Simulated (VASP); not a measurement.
# CdTe (F-43m) in VASP: a series of runs

CdTe is run at these levels: PBE; tasks: single point.

All numbers are computed with VASP 6.6.1; they aren't measurements. Logs are shortened: lines on timing, memory, paths and dates and some standing lists are left out, and cuts for length are marked.

**1. The cell of the first run**

The structure is cubic, space group F-43m (No. 216). Conventional cell: a = 6.410 Å, b = 6.410 Å, c = 6.410 Å, α = 90.00°, β = 90.00°, γ = 90.00°. Te (site symmetry -43m) has 4 Cd at 2.78 Å within 3.7 Å. Within 3.7 Å of Cd (site symmetry -43m) lie 4 Te at 2.78 Å.

**2. Single point, PBE**

Contents of INCAR:

```
ALGO = Normal
EDIFF = 1E-6
ENCUT = 520
GGA = PE
ISIF = 2
ISMEAR = 0
LASPH = T
LCHARG = F
LREAL = F
LWAVE = F
NBANDS = 16
NELM = 100
PREC = Accurate
SIGMA = 0.016
```

Contents of KPOINTS:

```
k-points
0
Gamma
  7 7 7
```

Contents of POSCAR:

```
CdTe
1.0
    0.0000000000      3.2050000000      3.2050000000
    3.2050000000      0.0000000000      3.2050000000
    3.2050000000      3.2050000000      0.0000000000
Te Cd
1 1
Direct
    0.7500000000      0.7500000000      0.7500000000
    0.0000000000      0.0000000000      0.0000000000
```

Potentials or basis: VASP PAW PBE potentials, release 64 (Te, Cd).

The run is started by

```bash
$ cat potpaw_PBE.64/Te/POTCAR potpaw_PBE.64/Cd/POTCAR > POTCAR
$ mpirun -np 1 vasp_std > vasp.out
```

OUTCAR:

```text
EDIFF = 1E-6
   ENCUT = 520
   GGA = PE
   ISIF = 2
   ISMEAR = 0
   LASPH = T
   LREAL = F
   NELM = 100
   PREC = Accurate

 ion  position               nearest neighbor table
   1  0.750  0.750  0.750-   2 2.78   2 2.78   2 2.78   2 2.78
   2  0.000  0.000  0.000-   1 2.78   1 2.78   1 2.78   1 2.78

  LATTYP: Found a face centered cubic cell.
 ALAT       =     6.4100000000

  Lattice vectors:

 A1 = (   0.0000000000,   3.2050000000,   3.2050000000)
 A2 = (   3.2050000000,   0.0000000000,   3.2050000000)
 A3 = (   3.2050000000,   3.2050000000,   0.0000000000)

Analysis of symmetry for initial positions (statically):
=====================================================================
 Subroutine PRICEL returns:
 Original cell was already a primitive cell.

 Routine SETGRP: Setting up the symmetry group for a
 face centered cubic supercell.

 Subroutine GETGRP returns: Found 24 space group operations
 (whereof 24 operations were pure point group operations)
 out of a pool of 48 trial point group operations.

The static configuration has the point symmetry T_d .

Analysis of symmetry for dynamics (positions and initial velocities):
=====================================================================
 Subroutine PRICEL returns:
 Original cell was already a primitive cell.

 Routine SETGRP: Setting up the symmetry group for a
 face centered cubic supercell.

 Subroutine GETGRP returns: Found 24 space group operations
 (whereof 24 operations were pure point group operations)
 out of a pool of 48 trial point group operations.

The dynamic configuration has the point symmetry T_d .

 Subroutine INISYM returns: Found 24 space group operations
 (whereof 24 operations are pure point group operations),
 and found     1 'primitive' translations

----------------------------------------------------------------------------------------

                                     Primitive cell

  volume of cell :      65.8437

  direct lattice vectors                    reciprocal lattice vectors
     0.000000000  3.205000000  3.205000000    -0.156006240  0.156006240  0.156006240
     3.205000000  0.000000000  3.205000000     0.156006240 -0.156006240  0.156006240
     3.205000000  3.205000000  0.000000000     0.156006240  0.156006240 -0.156006240

  length of vectors
     4.532554467  4.532554467  4.532554467     0.270210734  0.270210734  0.270210734

  position of ions in fractional coordinates (direct lattice)
     0.750000000  0.750000000  0.750000000
     0.000000000  0.000000000  0.000000000

  ion indices of the primitive-cell ions
   primitive index   ion index
                 1           1
                 2           2

----------------------------------------------------------------------------------------

 KPOINTS: k-points

Automatic generation of k-mesh.
 Grid dimensions read from file:
 generate k-points for:    7    7    7

 Generating k-lattice:

  Cartesian coordinates                     Fractional coordinates (reciprocal lattice)
    -0.022286606  0.022286606  0.022286606     0.142857143  0.000000000  0.000000000
     0.022286606 -0.022286606  0.022286606     0.000000000  0.142857143  0.000000000
     0.022286606  0.022286606 -0.022286606     0.000000000  0.000000000  0.142857143

  Length of vectors
     0.038601533  0.038601533  0.038601533

  Shift w.r.t. Gamma in fractional coordinates (k-lattice)
     0.000000000  0.000000000  0.000000000

 Subroutine IBZKPT returns following result:
 ===========================================

 Found     20 irreducible k-points:

 Following reciprocal coordinates:
            Coordinates               Weight
  0.000000  0.000000  0.000000      1.000000
  0.142857  0.000000  0.000000      8.000000
  0.285714  0.000000  0.000000      8.000000
  0.428571  0.000000  0.000000      8.000000
  0.142857  0.142857  0.000000      6.000000
  0.285714  0.142857  0.000000     24.000000
[... 12 lines left out ...]
 -0.428571  0.428571  0.142857     24.000000
 -0.285714  0.428571  0.142857     24.000000
   k-points           NKPTS =     20   k-points in BZ     NKDIM =     20   number of bands    NBANDS=     16
   number of dos      NEDOS =    301   number of ions     NIONS =      2
   total plane-waves  NPLWV =  46656
   dimension x,y,z NGX =    36 NGY =   36 NGZ =   36
   dimension x,y,z NGXF=    72 NGYF=   72 NGZF=   72
   ions per type =               1   1
   NGX,Y,Z   is equivalent  to a cutoff of  13.20, 13.20, 13.20 a.u.
   NGXF,Y,Z  is equivalent  to a cutoff of  26.41, 26.41, 26.41 a.u.
 SYSTEM =  unknown system
   PREC   = accura    normal or accurate (medium, high low for compatibility)
   ISTART =      0    job   : 0-new  1-cont  2-samecut
   ICHARG =      2    charge: 1-file 2-atom 10-const
   ISPIN  =      1    spin polarized calculation?
   LNONCOLLINEAR =      F non collinear calculations
   LSORBIT =      F    spin-orbit coupling
   LASPH  =      T    aspherical Exc in radial PAW
   ENCUT  =  520.0 eV  38.22 Ry    6.18 a.u.   8.43  8.43  8.43*2*pi/ulx,y,z
   NELM   =    100;   NELMIN=  2; NELMDL= -5     # of ELM steps
   EDIFF  = 0.1E-05   stopping-criterion for ELM
   LREAL  =      F    real-space projection
   EDIFFG = 0.1E-04   stopping-criterion for IOM
   NSW    =      0    number of steps for IOM
   IBRION =     -1    ionic relax: 0-MD 1-quasi-New 2-CG
   NFREE  =      0    steps in history (QN), initial steepest desc. (CG)
   ISIF   =      2    stress and relaxation
   ISYM   =      2    0-nonsym 1-usesym 2-fastsym
   POTIM  = 0.5000    time-step for ionic-motion
   TEBEG  =    0.0;   TEEND  =   0.0 temperature during run
   PSTRESS=    0.0 pullay stress
   NELECT =      18.0000    total number of electrons
   NUPDOWN=      -1.0000    fix difference up-down
   EMIN   =  10.00;   EMAX   =-10.00  energy-range for DOS
   EFERMI =   0.00;   METHOD = LEGACY
   ISMEAR =     0;   SIGMA  =   0.02  broadening in eV -4-tet -1-fermi 0-gaus
   EFERMI_NEDOS =   21; number of points for ismear=-14 and -15
   IALGO  =     38    algorithm
   IMIX   =      4    mixing-type and parameters
     AMIX     =   0.40;   BMIX     =  1.00
     AMIX_MAG =   1.60;   BMIX_MAG =  1.00
  volume/ion in A,a.u.               =      32.92       222.17
  Fermi-wavevector in a.u.,A,eV,Ry     =   1.062497  2.007828 15.359610  1.128899
  Thomas-Fermi vector in A             =   2.197950
   LORBIT       =      0    0 simple, 1 ext, 2 COOP (PROOUT), +10 PAW based schemes
   GGA     = PE    functional components
   LHFCALC =     F    Hartree Fock is set to
   AEXX    =    0.0000 exact exchange contribution
   IVDW    =     0    specifies the selected vdW correction
   LEPSILON=     F    determine dielectric tensor
   LRPA    =     F    only Hartree local field effects (RPA)
 non-spin polarized calculation
 Gauss-broadening in eV      SIGMA  =   0.02
  energy-cutoff  :      520.00
  volume of cell :       65.84
 maximum number of plane-waves:      1807
 NGX is ok and might be reduce to    36
   NGX = 17   NGY = 17   NGZ = 17

 number of electron      17.9999995 magnetization

 Free energy of the ion-electron system (eV)
  ---------------------------------------------------
  ext. energy  EPLUGINS =         0.00000000
  ---------------------------------------------------
  free energy    TOTEN  =        -4.72525171 eV

  energy without entropy =       -4.72525171  energy(sigma->0) =       -4.72525171

 E-fermi :   2.7553     XC(G=0):  -8.7320

 val. band max:        2.6549401974   @ k =   0.0000   0.0000   0.0000
 cond. band min:       3.5280153606   @ k =   0.0000   0.0000   0.0000
 fundamental gap:      0.8730751632
 Fermi energy:         2.7552955765

 k-point     1 :       0.0000    0.0000    0.0000
  band No.  band energies     occupation
      1      -8.7136      2.00000
      2      -5.7519      2.00000
      3      -5.7519      2.00000
      4      -5.7519      2.00000
      5      -5.4661      2.00000
      6      -5.4661      2.00000
[... 8 lines left out ...]
     15      12.0697      0.00000
     16      12.0697      0.00000

 k-point     2 :       0.1429    0.0000    0.0000
  band No.  band energies     occupation
      1      -8.6328      2.00000
      2      -5.7364      2.00000
      3      -5.7364      2.00000
      4      -5.6896      2.00000
      5      -5.4673      2.00000
      6      -5.4673      2.00000
[... 8 lines left out ...]
     15      11.2369      0.00000
     16      11.2369      0.00000

 k-point     3 :       0.2857    0.0000    0.0000
  band No.  band energies     occupation
      1      -8.4503      2.00000
      2      -5.7050      2.00000
      3      -5.7050      2.00000
      4      -5.4729      2.00000
      5      -5.4655      2.00000
      6      -5.4655      2.00000
[... 8 lines left out ...]
     15      11.2604      0.00000
     16      11.2604      0.00000

 k-point     4 :       0.4286    0.0000    0.0000
  band No.  band energies     occupation
      1      -8.3064      2.00000
      2      -5.6850      2.00000
      3      -5.6850      2.00000
      4      -5.4579      2.00000
      5      -5.4579      2.00000
      6      -5.1539      2.00000
[... 8 lines left out ...]
     15      12.5167      0.00000
     16      12.5167      0.00000
[... 248 lines left out ...]
 k-point    18 :      -0.4286    0.2857    0.1429
  band No.  band energies     occupation
      1      -8.2219      2.00000
      2      -5.6492      2.00000
      3      -5.6360      2.00000
      4      -5.4945      2.00000
      5      -5.4586      2.00000
      6      -5.0091      2.00000
[... 8 lines left out ...]
     15      12.7141      0.00000
     16      13.6154      0.00000

 k-point    19 :      -0.4286    0.4286    0.1429
  band No.  band energies     occupation
      1      -8.1777      2.00000
      2      -5.6125      2.00000
      3      -5.6090      2.00000
      4      -5.5284      2.00000
      5      -5.4472      2.00000
      6      -4.9431      2.00000
[... 8 lines left out ...]
     15      13.5000      0.00000
     16      14.3068      0.00000

 k-point    20 :      -0.2857    0.4286    0.1429
  band No.  band energies     occupation
      1      -8.1675      2.00000
      2      -5.6267      2.00000
      3      -5.6105      2.00000
      4      -5.5011      2.00000
      5      -5.4631      2.00000
      6      -4.8684      2.00000
[... 8 lines left out ...]
     15      12.9031      0.00000
     16      14.8133      0.00000

------------------------ aborting loop because EDIFF is reached ----------------------------------------

  FORCE on cell =-STRESS in cart. coord.  units (eV):
  Direction    XX          YY          ZZ          XY          YZ          ZX
  --------------------------------------------------------------------------------------
  -------------------------------------------------------------------------------------
  Total        1.8078870      1.8078870      1.8078870      0.0000000     -0.0000000      0.0000000
  in kB       43.9913991     43.9913991     43.9913991      0.0000000     -0.0000000      0.0000000
  external PRESSURE =      43.9913991 kB  Pullay stress =       0.0000000 kB

 VOLUME and BASIS-vectors are now :
 -----------------------------------------------------------------------------
  energy-cutoff  :      520.00
  volume of cell :       65.84
      direct lattice vectors                 reciprocal lattice vectors
     0.000000000  3.205000000  3.205000000    -0.156006240  0.156006240  0.156006240
     3.205000000  0.000000000  3.205000000     0.156006240 -0.156006240  0.156006240
     3.205000000  3.205000000  0.000000000     0.156006240  0.156006240 -0.156006240

 POSITION                                       TOTAL-FORCE (eV/Angst)
 -----------------------------------------------------------------------------------
      4.80750      4.80750      4.80750        -0.000000      0.000000     -0.000000
      0.00000      0.00000      0.00000         0.000000     -0.000000      0.000000
 -----------------------------------------------------------------------------------
    total drift:                                0.000000      0.000000      0.000000

  FREE ENERGIE OF THE ION-ELECTRON SYSTEM (eV)
  ---------------------------------------------------
  free  energy   TOTEN  =        -4.7252517106 eV

  energy  without entropy=       -4.7252517106  energy(sigma->0) =       -4.72525171
```

Run time: 35 s. Hardware: 1 thread of Intel Xeon 8259CL, shared host; peak memory 0.21 GiB.

What came out:

```yaml
Free_energy: -4.7253 eV
Pressure: 4.4 GPa
Band_gap_on_the_k_mesh: 0.87 eV
```

Levels at points of the mesh, in eV from the valence-band top:
```
           k point  band 7  band 8  band 9  band 10  band 11  band 12
(0.00, 0.00, 0.00)    0.00    0.00    0.00     0.87     4.58     4.58
```

Caveat: the cell stands under pressure; spin-orbit coupling is left out, which moves the levels of the heavy elements.

**3. Single point, PBE**

Contents of INCAR:

```
SYSTEM = CdTe
  ALGO = Normal
  EDIFF = 1E-7
  ENCUT = 520
  GGA = PE
  ISIF = 2
  ISMEAR = 0
  LASPH = .True.
  LCHARG = .True.
  LELF = .True.
  LREAL = .False.
  LVHAR = .True.
  LWAVE = .False.
  NBANDS = 16
  NELM = 60
  PREC = Accurate
  SIGMA = 0.017
```

Contents of KPOINTS:

```
k-points
0
Gamma
  7 7 7
  0 0 0
```

POSCAR is that of step 2.

Potentials or basis: VASP PAW PBE potentials, release 64 (Te, Cd).

The run is started by

```bash
$ cat potpaw_PBE.64/Te/POTCAR potpaw_PBE.64/Cd/POTCAR > POTCAR
$ mpirun -np 1 vasp_std > vasp.out
```

Run time: 50 s. Hardware: 1 thread of Intel Xeon 8259CL, shared host; peak memory 0.21 GiB.

It converged, with:

```
Free energy            : -4.7253 eV
Pressure               : 4.4 GPa
Band gap on the k mesh : 0.87 eV
```

Levels at points of the mesh, in eV from the valence-band top:
| k point | band 5 | band 6 | band 7 | band 8 | band 9 | band 10 | band 11 | band 12 | band 13 | band 14 |
| --- | --- | --- | --- | --- | --- | --- | --- | --- | --- | --- |
| (0.00, 0.00, 0.00) | -8.12 | -8.12 | 0.00 | 0.00 | 0.00 | 0.87 | 4.58 | 4.58 | 4.58 | 7.51 |

Caveat: the cell stands under pressure; spin-orbit coupling is left out, which moves the levels of the heavy elements. PBE gaps usually lie below the measured ones, often by a third to a half.
